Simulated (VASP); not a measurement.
# CaS (Fm-3m) in VASP: settings compared

Aim: see how the results for CaS move with the level of theory and the settings. Levels: PBE, r2SCAN. Tasks: single point.

Program: VASP 6.6.1. These are calculated values, not measurements. Logs are shortened: lines on timing, memory, paths and dates and some standing lists are left out, and cuts for length are marked.

### 1 The cell of the first run

The structure is cubic, space group Fm-3m (No. 225). Conventional cell: a = 5.696 Å, b = 5.696 Å, c = 5.696 Å, α = 90.00°, β = 90.00°, γ = 90.00°. Within 3.8 Å of Ca (site symmetry m-3m) lie 6 S at 2.85 Å. S (site symmetry m-3m) has 6 Ca at 2.85 Å within 3.8 Å.

### 2 Single point, PBE

INCAR reads:

```
PREC = Accurate ; ENCUT = 500
EDIFF = 1E-6 ; ISMEAR = 0
SIGMA = 0.01 ; LREAL = False
LASPH = True ; NELM = 120
ALGO = Normal ; ISIF = 2
LWAVE = False ; LCHARG = False
GGA = PE ; NBANDS = 15
GGA_COMPAT = False
```

KPOINTS reads:

```
Automatic mesh
0
Gamma
  8 8 8
```

POSCAR reads:

```
CaS
1.0
    0.0000000000      2.8479451006      2.8479451006
    2.8479451006      0.0000000000      2.8479451006
    2.8479451006      2.8479451006      0.0000000000
Ca S
1 1
Direct
    0.0000000000      0.0000000000      0.0000000000
    0.5000000000      0.5000000000      0.5000000000
```

Potentials or basis: VASP PAW PBE potentials, release 64 (Ca_sv, S).

The run is started by

```bash
$ cat potpaw_PBE.64/Ca_sv/POTCAR potpaw_PBE.64/S/POTCAR > POTCAR
$ mpirun -np 1 vasp_std > vasp.out
```

OUTCAR:

```text
PREC = Accurate
   ENCUT = 500
   EDIFF = 1E-6
   ISMEAR = 0
   LREAL = False
   LASPH = True
   NELM = 120
   ISIF = 2
   GGA = PE

 ion  position               nearest neighbor table
   1  0.000  0.000  0.000-   2 2.85   2 2.85   2 2.85   2 2.85   2 2.85   2 2.85
   2  0.500  0.500  0.500-   1 2.85   1 2.85   1 2.85   1 2.85   1 2.85   1 2.85

  LATTYP: Found a face centered cubic cell.
 ALAT       =     5.6958902012

  Lattice vectors:

 A1 = (   0.0000000000,   2.8479451006,   2.8479451006)
 A2 = (   2.8479451006,   0.0000000000,   2.8479451006)
 A3 = (   2.8479451006,   2.8479451006,   0.0000000000)

Analysis of symmetry for initial positions (statically):
=====================================================================
 Subroutine PRICEL returns:
 Original cell was already a primitive cell.

 Routine SETGRP: Setting up the symmetry group for a
 face centered cubic supercell.

 Subroutine GETGRP returns: Found 48 space group operations
 (whereof 48 operations were pure point group operations)
 out of a pool of 48 trial point group operations.

The static configuration has the point symmetry O_h .

Analysis of symmetry for dynamics (positions and initial velocities):
=====================================================================
 Subroutine PRICEL returns:
 Original cell was already a primitive cell.

 Routine SETGRP: Setting up the symmetry group for a
 face centered cubic supercell.

 Subroutine GETGRP returns: Found 48 space group operations
 (whereof 48 operations were pure point group operations)
 out of a pool of 48 trial point group operations.

The dynamic configuration has the point symmetry O_h .

 Subroutine INISYM returns: Found 48 space group operations
 (whereof 48 operations are pure point group operations),
 and found     1 'primitive' translations

----------------------------------------------------------------------------------------

                                     Primitive cell

  volume of cell :      46.1982

  direct lattice vectors                    reciprocal lattice vectors
     0.000000000  2.847945101  2.847945101    -0.175565182  0.175565182  0.175565182
     2.847945101  0.000000000  2.847945101     0.175565182 -0.175565182  0.175565182
     2.847945101  2.847945101  0.000000000     0.175565182  0.175565182 -0.175565182

  length of vectors
     4.027602586  4.027602586  4.027602586     0.304087815  0.304087815  0.304087815

  position of ions in fractional coordinates (direct lattice)
     0.000000000  0.000000000  0.000000000
     0.500000000  0.500000000  0.500000000

  ion indices of the primitive-cell ions
   primitive index   ion index
                 1           1
                 2           2

----------------------------------------------------------------------------------------

 KPOINTS: Automatic mesh

Automatic generation of k-mesh.
 Grid dimensions read from file:
 generate k-points for:    8    8    8

 Generating k-lattice:

  Cartesian coordinates                     Fractional coordinates (reciprocal lattice)
    -0.021945648  0.021945648  0.021945648     0.125000000  0.000000000  0.000000000
     0.021945648 -0.021945648  0.021945648     0.000000000  0.125000000  0.000000000
     0.021945648  0.021945648 -0.021945648     0.000000000  0.000000000  0.125000000

  Length of vectors
     0.038010977  0.038010977  0.038010977

  Shift w.r.t. Gamma in fractional coordinates (k-lattice)
     0.000000000  0.000000000  0.000000000

 Subroutine IBZKPT returns following result:
 ===========================================

 Found     29 irreducible k-points:

 Following reciprocal coordinates:
            Coordinates               Weight
  0.000000  0.000000  0.000000      1.000000
  0.125000  0.000000  0.000000      8.000000
  0.250000  0.000000  0.000000      8.000000
  0.375000  0.000000  0.000000      8.000000
  0.500000  0.000000  0.000000      4.000000
  0.125000  0.125000  0.000000      6.000000
[... 16 lines left out ...]
  0.500000  0.250000  0.125000     48.000000
 -0.375000  0.250000  0.125000     24.000000
 [... further k-points ...]
   k-points           NKPTS =     29   k-points in BZ     NKDIM =     29   number of bands    NBANDS=     15
   number of dos      NEDOS =    301   number of ions     NIONS =      2
   total plane-waves  NPLWV =  27000
   dimension x,y,z NGX =    30 NGY =   30 NGZ =   30
   dimension x,y,z NGXF=    60 NGYF=   60 NGZF=   60
   ions per type =               1   1
   NGX,Y,Z   is equivalent  to a cutoff of  12.38, 12.38, 12.38 a.u.
   NGXF,Y,Z  is equivalent  to a cutoff of  24.77, 24.77, 24.77 a.u.
 SYSTEM =  unknown system
   PREC   = accura    normal or accurate (medium, high low for compatibility)
   ISTART =      0    job   : 0-new  1-cont  2-samecut
   ICHARG =      2    charge: 1-file 2-atom 10-const
   ISPIN  =      1    spin polarized calculation?
   LNONCOLLINEAR =      F non collinear calculations
   LSORBIT =      F    spin-orbit coupling
   LASPH  =      T    aspherical Exc in radial PAW
   ENCUT  =  500.0 eV  36.75 Ry    6.06 a.u.   7.34  7.34  7.34*2*pi/ulx,y,z
   NELM   =    120;   NELMIN=  2; NELMDL= -5     # of ELM steps
   EDIFF  = 0.1E-05   stopping-criterion for ELM
   LREAL  =      F    real-space projection
   EDIFFG = 0.1E-04   stopping-criterion for IOM
   NSW    =      0    number of steps for IOM
   IBRION =     -1    ionic relax: 0-MD 1-quasi-New 2-CG
   NFREE  =      0    steps in history (QN), initial steepest desc. (CG)
   ISIF   =      2    stress and relaxation
   ISYM   =      2    0-nonsym 1-usesym 2-fastsym
   POTIM  = 0.5000    time-step for ionic-motion
   TEBEG  =    0.0;   TEEND  =   0.0 temperature during run
   PSTRESS=    0.0 pullay stress
   NELECT =      16.0000    total number of electrons
   NUPDOWN=      -1.0000    fix difference up-down
   EMIN   =  10.00;   EMAX   =-10.00  energy-range for DOS
   EFERMI =   0.00;   METHOD = LEGACY
   ISMEAR =     0;   SIGMA  =   0.01  broadening in eV -4-tet -1-fermi 0-gaus
   EFERMI_NEDOS =   21; number of points for ismear=-14 and -15
   IALGO  =     38    algorithm
   IMIX   =      4    mixing-type and parameters
     AMIX     =   0.40;   BMIX     =  1.00
     AMIX_MAG =   1.60;   BMIX_MAG =  1.00
  volume/ion in A,a.u.               =      23.10       155.88
  Fermi-wavevector in a.u.,A,eV,Ry     =   1.149670  2.172561 17.983381  1.321741
  Thomas-Fermi vector in A             =   2.286338
   LORBIT       =      0    0 simple, 1 ext, 2 COOP (PROOUT), +10 PAW based schemes
   GGA     = PE    functional components
   LHFCALC =     F    Hartree Fock is set to
   AEXX    =    0.0000 exact exchange contribution
   IVDW    =     0    specifies the selected vdW correction
   LEPSILON=     F    determine dielectric tensor
   LRPA    =     F    only Hartree local field effects (RPA)
 non-spin polarized calculation
 Gauss-broadening in eV      SIGMA  =   0.01
  energy-cutoff  :      500.00
  volume of cell :       46.20
 maximum number of plane-waves:      1211
 NGX is ok and might be reduce to    30
   NGX = 15   NGY = 15   NGZ = 15

 number of electron      16.0000004 magnetization

 Free energy of the ion-electron system (eV)
  ---------------------------------------------------
  ext. energy  EPLUGINS =         0.00000000
  ---------------------------------------------------
  free energy    TOTEN  =       -10.36379699 eV

  energy without entropy =      -10.36379699  energy(sigma->0) =      -10.36379699

 E-fermi :   2.8085     XC(G=0):  -9.3133

 val. band max:        2.7245502760   @ k =   0.0000   0.0000   0.0000
 cond. band min:       5.0828725499   @ k =   0.5000   0.5000   0.0000
 fundamental gap:      2.3583222739
 Fermi energy:         2.8084697476

 k-point     1 :       0.0000    0.0000    0.0000
  band No.  band energies     occupation
      1     -36.4745      2.00000
      2     -17.4544      2.00000
      3     -17.4544      2.00000
      4     -17.4543      2.00000
      5      -8.5998      2.00000
      6       2.7246      2.00000
      7       2.7246      2.00000
      8       2.7246      2.00000
      9       6.8691      0.00000
     10       6.8895      0.00000
     11       6.8895      0.00000
     12       6.8895      0.00000
     13       7.4829      0.00000
     14       7.4829      0.00000
     15      13.5890      0.00000

 k-point     2 :       0.1250    0.0000    0.0000
  band No.  band energies     occupation
      1     -36.4728      2.00000
      2     -17.4795      2.00000
      3     -17.4563      2.00000
      4     -17.4563      2.00000
      5      -8.4922      2.00000
      6       2.0652      2.00000
      7       2.4997      2.00000
      8       2.4997      2.00000
      9       6.8827      0.00000
     10       7.1178      0.00000
     11       7.1178      0.00000
     12       7.6411      0.00000
     13       7.8903      0.00000
     14       7.8903      0.00000
     15      13.7168      0.00000

 k-point     3 :       0.2500    0.0000    0.0000
  band No.  band energies     occupation
      1     -36.4688      2.00000
      2     -17.5390      2.00000
      3     -17.4609      2.00000
      4     -17.4609      2.00000
      5      -8.2191      2.00000
      6       0.9026      2.00000
      7       2.0568      2.00000
      8       2.0568      2.00000
      9       7.0098      0.00000
     10       7.6968      0.00000
     11       7.6968      0.00000
     12       8.9044      0.00000
     13       8.9044      0.00000
     14       8.9798      0.00000
     15      13.0854      0.00000
[... 343 lines left out ...]
 k-point    23 :       0.5000    0.2500    0.1250
  band No.  band energies     occupation
      1     -36.4626      2.00000
      2     -17.5774      2.00000
      3     -17.5006      2.00000
      4     -17.4758      2.00000
      5      -7.9038      2.00000
      6       0.2286      2.00000
      7       1.4196      2.00000
      8       1.6480      2.00000
      9       7.0382      0.00000
     10       8.5818      0.00000
     11       8.8724      0.00000
     12       9.0003      0.00000
     13       9.6420      0.00000
     14      11.1212      0.00000
     15      11.5430      0.00000

 k-point    24 :      -0.3750    0.2500    0.1250
  band No.  band energies     occupation
      1     -36.4613      2.00000
      2     -17.5899      2.00000
      3     -17.5037      2.00000
      4     -17.4804      2.00000
      5      -7.8249      2.00000
      6       0.0977      2.00000
      7       1.2305      2.00000
      8       1.5590      2.00000
      9       7.7066      0.00000
     10       8.0284      0.00000
     11       9.1632      0.00000
     12       9.4784      0.00000
     13       9.7613      0.00000
     14      10.7277      0.00000
     15      12.0183      0.00000

 [... further k-points ...]

------------------------ aborting loop because EDIFF is reached ----------------------------------------

  FORCE on cell =-STRESS in cart. coord.  units (eV):
  Direction    XX          YY          ZZ          XY          YZ          ZX
  --------------------------------------------------------------------------------------
  -------------------------------------------------------------------------------------
  Total        0.1830417      0.1830417      0.1830417      0.0000000      0.0000000      0.0000000
  in kB        6.3479822      6.3479822      6.3479822      0.0000000      0.0000000      0.0000000
  external PRESSURE =       6.3479822 kB  Pullay stress =       0.0000000 kB

 VOLUME and BASIS-vectors are now :
 -----------------------------------------------------------------------------
  energy-cutoff  :      500.00
  volume of cell :       46.20
      direct lattice vectors                 reciprocal lattice vectors
     0.000000000  2.847945101  2.847945101    -0.175565182  0.175565182  0.175565182
     2.847945101  0.000000000  2.847945101     0.175565182 -0.175565182  0.175565182
     2.847945101  2.847945101  0.000000000     0.175565182  0.175565182 -0.175565182

 POSITION                                       TOTAL-FORCE (eV/Angst)
 -----------------------------------------------------------------------------------
      0.00000      0.00000      0.00000         0.000000     -0.000000     -0.000000
      2.84795      2.84795      2.84795        -0.000000      0.000000      0.000000
 -----------------------------------------------------------------------------------
    total drift:                               -0.000000      0.000000      0.000000

  FREE ENERGIE OF THE ION-ELECTRON SYSTEM (eV)
  ---------------------------------------------------
  free  energy   TOTEN  =       -10.3637969946 eV

  energy  without entropy=      -10.3637969946  energy(sigma->0) =      -10.36379699
```

Run time: 8.2 s. Hardware: 1 thread of Intel Xeon 6975P-C (Granite Rapids), shared host; peak memory 0.17 GiB.

Results:

* Free energy: -10.3638 eV
* Pressure: 0.6 GPa
* Band gap on the k mesh: 2.36 eV, indirect (least direct gap 3.16 eV)

A k mesh can miss the band edges. PBE gaps usually lie below the measured ones, often by a third to a half.

### 3 Single point, r2SCAN

POSCAR is that of step 2.

INCAR.step1 reads:

```
PREC     = Accurate       # precision mode
ENCUT    = 550            # plane-wave cutoff, eV
ISMEAR   = 0              # smearing method
SIGMA    = 0.01           # smearing width, eV
LREAL    = F              # projectors in reciprocal space
LASPH    = T              # aspherical terms in the spheres
NELM     = 120            # most SCF steps
NBANDS   = 15             # bands
GGA      = PE             # functional
ALGO     = Normal         # electronic algorithm
EDIFF    = 1E-5           # SCF threshold, eV
LWAVE    = T              # write WAVECAR
LCHARG   = F              # write CHGCAR
GGA_COMPAT= F
```

INCAR.step2 reads:

```
PREC     = Accurate       # precision mode
ENCUT    = 550            # plane-wave cutoff, eV
EDIFF    = 1E-6           # SCF threshold, eV
ISMEAR   = 0              # smearing method
SIGMA    = 0.01           # smearing width, eV
LREAL    = F              # projectors in reciprocal space
LASPH    = T              # aspherical terms in the spheres
NELM     = 120            # most SCF steps
ALGO     = Normal         # electronic algorithm
ISIF     = 2              # what is computed and relaxed
LWAVE    = F              # write WAVECAR
LCHARG   = F              # write CHGCAR
METAGGA  = R2SCAN         # meta-GGA
LMIXTAU  = T            
NBANDS   = 15             # bands
ISTART   = 1            
GGA_COMPAT= F
```

KPOINTS reads:

```
regular mesh
0
Gamma
  8 8 8
```

Potentials or basis: VASP PAW PBE potentials, release 64 (Ca_sv, S).

The run is started by

```bash
$ cat potpaw_PBE.64/Ca_sv/POTCAR potpaw_PBE.64/S/POTCAR > POTCAR
$ cp INCAR.step1 INCAR
$ mpirun -np 1 vasp_std > vasp.out
$ cp INCAR.step2 INCAR
$ mpirun -np 1 vasp_std > vasp.out
```

It took 33 s on 1 thread of Intel Xeon 6975P-C (Granite Rapids), shared host; peak memory 0.19 GiB.

It converged, with:

* Free energy: -19.9421 eV
* Pressure: 0.3 GPa
* Band gap on the k mesh: 2.80 eV, indirect (least direct gap 3.63 eV)

Levels at points of the mesh, in eV from the valence-band top:
```csv
k point,band 6,band 7,band 8,band 9,band 10,band 11
"(0.00, 0.00, 0.00)",0.00,0.00,0.00,4.67,4.67,4.67
"(0.50, 0.00, 0.00)",-3.10,-1.16,-1.16,5.79,6.68,6.82
"(0.50, 0.50, 0.00)",-2.31,-0.82,-0.82,2.80,6.18,6.77
```

Caveat: the PAW data sets were made with another functional, which shifts forces and pressure a little.
